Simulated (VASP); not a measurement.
# AlNi (Pm-3m) in VASP: settings compared

AlNi is run at these levels: PBE, PBEsol; tasks: single point.

All numbers are computed with VASP 6.6.1; they aren't measurements. Logs are shortened: lines on timing, memory, paths and dates and some standing lists are left out, and cuts for length are marked.

## (1) The cell of the first run

The structure is cubic, space group Pm-3m (No. 221). The conventional cell has a = 2.881 Å, b = 2.881 Å, c = 2.881 Å, α = 90.00°, β = 90.00°, γ = 90.00°. Ni (site symmetry m-3m) has 8 Al at 2.50 Å and 6 Ni at 2.88 Å within 3.3 Å. Within 3.3 Å of Al (site symmetry m-3m) lie 8 Ni at 2.50 Å and 6 Al at 2.88 Å.

## (2) Single point, PBE, collinear spin, ferromagnetic start

INCAR reads:

```
PREC = Accurate ; ENCUT = 690
EDIFF = 1E-6 ; ISMEAR = -1
SIGMA = 0.05 ; LREAL = F
LASPH = T ; NELM = 200
ALGO = Normal ; ISIF = 2
LWAVE = F ; LCHARG = F
ISPIN = 2 ; MAGMOM = 0.2 0
LORBIT = 11 ; NUPDOWN = 0.2
LMAXMIX = 4 ; GGA = PE
NBANDS = 22 ; GGA_COMPAT = F
```

KPOINTS reads:

```
regular mesh
0
Gamma
  8 8 8
```

POSCAR reads:

```
AlNi
1.0
    2.8810000000      0.0000000000      0.0000000000
    0.0000000000      2.8810000000      0.0000000000
    0.0000000000      0.0000000000      2.8810000000
Ni Al
1 1
Direct
    0.5000000000      0.5000000000      0.5000000000
    0.0000000000      0.0000000000      0.0000000000
```

Potentials or basis: VASP PAW PBE potentials, release 64 (Ni_sv_GW, Al).

On the command line:

```console
$ cat potpaw_PBE.64/Ni_sv_GW/POTCAR potpaw_PBE.64/Al/POTCAR > POTCAR
$ mpirun -np 1 vasp_std > vasp.out
```

OUTCAR:

```text
PREC = Accurate
   ENCUT = 690
   EDIFF = 1E-6
   ISMEAR = -1
   LREAL = F
   LASPH = T
   NELM = 200
   ISIF = 2
   ISPIN = 2
   LORBIT = 11
   NUPDOWN = 0.2
   GGA = PE

 ion  position               nearest neighbor table
   1  0.500  0.500  0.500-   2 2.50   2 2.50   2 2.50   2 2.50   2 2.50   2 2.50   2 2.50   2 2.50

   2  0.000  0.000  0.000-   1 2.50   1 2.50   1 2.50   1 2.50   1 2.50   1 2.50   1 2.50   1 2.50

  LATTYP: Found a simple cubic cell.
 ALAT       =     2.8810000000

  Lattice vectors:

 A1 = (   2.8810000000,   0.0000000000,   0.0000000000)
 A2 = (   0.0000000000,   2.8810000000,   0.0000000000)
 A3 = (   0.0000000000,   0.0000000000,   2.8810000000)

Analysis of symmetry for initial positions (statically):
=====================================================================
 Subroutine PRICEL returns:
 Original cell was already a primitive cell.

 Routine SETGRP: Setting up the symmetry group for a
 simple cubic supercell.

 Subroutine GETGRP returns: Found 48 space group operations
 (whereof 48 operations were pure point group operations)
 out of a pool of 48 trial point group operations.

The static configuration has the point symmetry O_h .

Analysis of symmetry for dynamics (positions and initial velocities):
=====================================================================
 Subroutine PRICEL returns:
 Original cell was already a primitive cell.

 Routine SETGRP: Setting up the symmetry group for a
 simple cubic supercell.

 Subroutine GETGRP returns: Found 48 space group operations
 (whereof 48 operations were pure point group operations)
 out of a pool of 48 trial point group operations.

The dynamic configuration has the point symmetry O_h .

Analysis of structural, dynamic, and magnetic symmetry:
=====================================================================
 Subroutine PRICEL returns:
 Original cell was already a primitive cell.

 Routine SETGRP: Setting up the symmetry group for a
 simple cubic supercell.

 Subroutine GETGRP returns: Found 48 space group operations
 (whereof 48 operations were pure point group operations)
 out of a pool of 48 trial point group operations.

The overall configuration has the point symmetry O_h .

 Subroutine INISYM returns: Found 48 space group operations
 (whereof 48 operations are pure point group operations),
 and found     1 'primitive' translations

----------------------------------------------------------------------------------------

                                     Primitive cell

  volume of cell :      23.9128

  direct lattice vectors                    reciprocal lattice vectors
     2.881000000  0.000000000  0.000000000     0.347101701  0.000000000  0.000000000
     0.000000000  2.881000000  0.000000000     0.000000000  0.347101701  0.000000000
     0.000000000  0.000000000  2.881000000     0.000000000  0.000000000  0.347101701

  length of vectors
     2.881000000  2.881000000  2.881000000     0.347101701  0.347101701  0.347101701

  position of ions in fractional coordinates (direct lattice)
     0.500000000  0.500000000  0.500000000
     0.000000000  0.000000000  0.000000000

  ion indices of the primitive-cell ions
   primitive index   ion index
                 1           1
                 2           2

----------------------------------------------------------------------------------------

 KPOINTS: regular mesh

Automatic generation of k-mesh.
 Grid dimensions read from file:
 generate k-points for:    8    8    8

 Generating k-lattice:

  Cartesian coordinates                     Fractional coordinates (reciprocal lattice)
     0.043387713  0.000000000  0.000000000     0.125000000  0.000000000  0.000000000
     0.000000000  0.043387713  0.000000000     0.000000000  0.125000000  0.000000000
     0.000000000  0.000000000  0.043387713     0.000000000  0.000000000  0.125000000

  Length of vectors
     0.043387713  0.043387713  0.043387713

  Shift w.r.t. Gamma in fractional coordinates (k-lattice)
     0.000000000  0.000000000  0.000000000

 Subroutine IBZKPT returns following result:
 ===========================================

 Found     35 irreducible k-points:

 Following reciprocal coordinates:
            Coordinates               Weight
  0.000000  0.000000  0.000000      1.000000
  0.125000  0.000000  0.000000      6.000000
  0.250000  0.000000  0.000000      6.000000
  0.375000  0.000000  0.000000      6.000000
  0.500000  0.000000  0.000000      3.000000
  0.125000  0.125000  0.000000     12.000000
[... 16 lines left out ...]
  0.375000  0.375000  0.125000     24.000000
  0.500000  0.375000  0.125000     24.000000
 [... further k-points ...]
   k-points           NKPTS =     35   k-points in BZ     NKDIM =     35   number of bands    NBANDS=     22
   number of dos      NEDOS =    301   number of ions     NIONS =      2
   total plane-waves  NPLWV =  21952
   dimension x,y,z NGX =    28 NGY =   28 NGZ =   28
   dimension x,y,z NGXF=    56 NGYF=   56 NGZF=   56
   ions per type =               1   1
   NGX,Y,Z   is equivalent  to a cutoff of  16.16, 16.16, 16.16 a.u.
   NGXF,Y,Z  is equivalent  to a cutoff of  32.31, 32.31, 32.31 a.u.
 SYSTEM =  unknown system
   PREC   = accura    normal or accurate (medium, high low for compatibility)
   ISTART =      0    job   : 0-new  1-cont  2-samecut
   ICHARG =      2    charge: 1-file 2-atom 10-const
   ISPIN  =      2    spin polarized calculation?
   LNONCOLLINEAR =      F non collinear calculations
   LSORBIT =      F    spin-orbit coupling
   LASPH  =      T    aspherical Exc in radial PAW
   ENCUT  =  690.0 eV  50.71 Ry    7.12 a.u.   6.17  6.17  6.17*2*pi/ulx,y,z
   NELM   =    200;   NELMIN=  2; NELMDL= -5     # of ELM steps
   EDIFF  = 0.1E-05   stopping-criterion for ELM
   LREAL  =      F    real-space projection
[... 7 lines left out ...]
   TEBEG  =    0.0;   TEEND  =   0.0 temperature during run
   PSTRESS=    0.0 pullay stress
   NELECT =      21.0000    total number of electrons
   NUPDOWN=       0.2000    fix difference up-down
   EMIN   =  10.00;   EMAX   =-10.00  energy-range for DOS
   EFERMI =   0.00;   METHOD = LEGACY
   ISMEAR =    -1;   SIGMA  =   0.05  broadening in eV -4-tet -1-fermi 0-gaus
   EFERMI_NEDOS =   21; number of points for ismear=-14 and -15
   IALGO  =     38    algorithm
   IMIX   =      4    mixing-type and parameters
     AMIX     =   0.40;   BMIX     =  1.00
     AMIX_MAG =   1.60;   BMIX_MAG =  1.00
  volume/ion in A,a.u.               =      11.96        80.69
  Fermi-wavevector in a.u.,A,eV,Ry     =   1.567730  2.962581 33.440102  2.457778
  Thomas-Fermi vector in A             =   2.669867
   LORBIT       =     11    0 simple, 1 ext, 2 COOP (PROOUT), +10 PAW based schemes
   GGA     = PE    functional components
   LHFCALC =     F    Hartree Fock is set to
   AEXX    =    0.0000 exact exchange contribution
   IVDW    =     0    specifies the selected vdW correction
   LEPSILON=     F    determine dielectric tensor
   LRPA    =     F    only Hartree local field effects (RPA)
 spin polarized calculation
  energy-cutoff  :      690.00
  volume of cell :       23.91
 maximum number of plane-waves:      1021
 NGX is ok and might be reduce to    28
   NGX = 13   NGY = 13   NGZ = 13

 number of electron      20.9999980 magnetization       0.1999999

 Free energy of the ion-electron system (eV)
  ---------------------------------------------------
  ext. energy  EPLUGINS =         0.00000000
  ---------------------------------------------------
  free energy    TOTEN  =       -11.46476038 eV

  energy without entropy =      -11.45738452  energy(sigma->0) =      -11.46107245

 E-fermi :   9.1895     XC(G=0): -12.3287

 val. band max:        9.2946568543   @ k =   0.5000   0.3750   0.3750
 cond. band min:       9.1907001584   @ k =   0.3750   0.2500   0.0000
 fundamental gap:     -0.1039566958
 Fermi energy:         9.5146005272

 spin component 1

 k-point     1 :       0.0000    0.0000    0.0000
  band No.  band energies     occupation
      1     -94.1099      1.00000
      2     -54.5075      1.00000
      3     -54.5075      1.00000
      4     -54.5075      1.00000
      5      -1.8647      1.00000
      6       5.9840      1.00000
[... 14 lines left out ...]
     21      32.5606      0.00000
     22      32.5606      0.00000

 k-point     2 :       0.1250    0.0000    0.0000
  band No.  band energies     occupation
      1     -94.1091      1.00000
      2     -54.5105      1.00000
      3     -54.5070      1.00000
      4     -54.5070      1.00000
      5      -1.5773      1.00000
      6       5.9537      1.00000
[... 542 lines left out ...]
 k-point    24 :       0.5000    0.3750    0.1250
  band No.  band energies     occupation
      1     -94.1066      1.00000
      2     -54.5280      1.00000
      3     -54.5243      1.00000
      4     -54.5071      1.00000
      5       3.7942      1.00000
      6       4.9879      1.00000
[... 14 lines left out ...]
     21      33.2449      0.00000
     22      35.9245      0.00000

 [... further k-points ...]

 spin component 2

 k-point     1 :       0.0000    0.0000    0.0000
  band No.  band energies     occupation
      1     -93.9228      1.00000
      2     -54.3252      1.00000
      3     -54.3252      1.00000
      4     -54.3252      1.00000
      5      -1.8221      1.00000
      6       6.1750      1.00000
[... 14 lines left out ...]
     21      32.5964      0.00000
     22      32.5964      0.00000

 k-point     2 :       0.1250    0.0000    0.0000
  band No.  band energies     occupation
      1     -93.9220      1.00000
      2     -54.3282      1.00000
      3     -54.3247      1.00000
      4     -54.3247      1.00000
      5      -1.5347      1.00000
      6       6.1358      1.00000
[... 542 lines left out ...]
 k-point    24 :       0.5000    0.3750    0.1250
  band No.  band energies     occupation
      1     -93.9195      1.00000
      2     -54.3459      1.00000
      3     -54.3422      1.00000
      4     -54.3248      1.00000
      5       3.8538      1.00000
      6       5.0582      1.00000
[... 14 lines left out ...]
     21      33.2829      0.00000
     22      35.9945      0.00000

 [... further k-points ...]

------------------------ aborting loop because EDIFF is reached ----------------------------------------

  FORCE on cell =-STRESS in cart. coord.  units (eV):
  Direction    XX          YY          ZZ          XY          YZ          ZX
  --------------------------------------------------------------------------------------
  -------------------------------------------------------------------------------------
  Total        0.2443616      0.2443616      0.2443616     -0.0000000      0.0000000     -0.0000000
  in kB       16.3724568     16.3724568     16.3724568     -0.0000000      0.0000000     -0.0000000
  external PRESSURE =      16.3724568 kB  Pullay stress =       0.0000000 kB

 VOLUME and BASIS-vectors are now :
 -----------------------------------------------------------------------------
  energy-cutoff  :      690.00
  volume of cell :       23.91
      direct lattice vectors                 reciprocal lattice vectors
     2.881000000  0.000000000  0.000000000     0.347101701  0.000000000  0.000000000
     0.000000000  2.881000000  0.000000000     0.000000000  0.347101701  0.000000000
     0.000000000  0.000000000  2.881000000     0.000000000  0.000000000  0.347101701

 POSITION                                       TOTAL-FORCE (eV/Angst)
 -----------------------------------------------------------------------------------
      1.44050      1.44050      1.44050         0.000000      0.000000      0.000000
      0.00000      0.00000      0.00000         0.000000      0.000000      0.000000
 -----------------------------------------------------------------------------------
    total drift:                                0.000000      0.000000      0.000000

  FREE ENERGIE OF THE ION-ELECTRON SYSTEM (eV)
  ---------------------------------------------------
  free  energy   TOTEN  =       -11.4647603800 eV

  energy  without entropy=      -11.4573845235  energy(sigma->0) =      -11.46107245

 total charge

# of ion       s       p       d       f       tot
--------------------------------------------------
    1        2.227   6.300   7.916   0.002  16.445
    2        0.384   0.415   0.000   0.000   0.799
--------------------------------------------------
tot          2.611   6.715   7.916   0.002  17.244

 magnetization (x)

# of ion       s       p       d       f       tot
--------------------------------------------------
    1        0.004   0.008   0.150   0.000   0.163
    2        0.001   0.008   0.000   0.000   0.010
--------------------------------------------------
tot          0.006   0.016   0.150   0.000   0.172
```

Run time: 30 s. Hardware: 1 thread of Intel Xeon 6975P-C (Granite Rapids), shared host; peak memory 0.21 GiB.

Results:

```
Free energy                                           : -11.4648 eV
Pressure                                              : 1.6 GPa
Net moment                                            : 0.20 μB per cell
Site moments                                          : Ni +0.16; Al +0.01 μB
Valence electrons inside the program's atomic spheres : Ni 16.45; Al 0.80
```

Caveat: the total moment is fixed, so each spin has its own Fermi level and the state may be an excited one.

## (3) Single point, PBEsol, collinear spin, ferromagnetic start

INCAR reads:

```
  PREC = Accurate
  ENCUT = 690
  EDIFF = 1E-6
  ISMEAR = -1
  SIGMA = 0.05
  LREAL = F
  LASPH = T
  NELM = 200
  ALGO = Normal
  ISIF = 2
  LWAVE = F
  LCHARG = F
  ISPIN = 2
  MAGMOM = 0.8 0
  LORBIT = 11
  NUPDOWN = 0.8
  LMAXMIX = 4
  GGA = PS
  NBANDS = 22
  GGA_COMPAT = F
```

KPOINTS is that of step 2.

POSCAR is that of step 2.

Potentials or basis: VASP PAW PBE potentials, release 64 (Ni_sv_GW, Al).

On the command line:

```console
$ cat potpaw_PBE.64/Ni_sv_GW/POTCAR potpaw_PBE.64/Al/POTCAR > POTCAR
$ mpirun -np 1 vasp_std > vasp.out
```

Run time: 55 s. Hardware: 1 thread of Intel Xeon Platinum 8488C (Sapphire Rapids), shared host; peak memory 0.21 GiB.

Results (log left out):

```
Free energy                                           : -12.1895 eV
Pressure                                              : -1.7 GPa
Net moment                                            : 0.80 μB per cell
Site moments                                          : Ni +0.58; Al +0.05 μB
Valence electrons inside the program's atomic spheres : Ni 16.43; Al 0.80
```

Caveat: the PAW data sets were made with another functional, which shifts forces and pressure a little; the total moment is fixed, so each spin has its own Fermi level and the state may be an excited one.
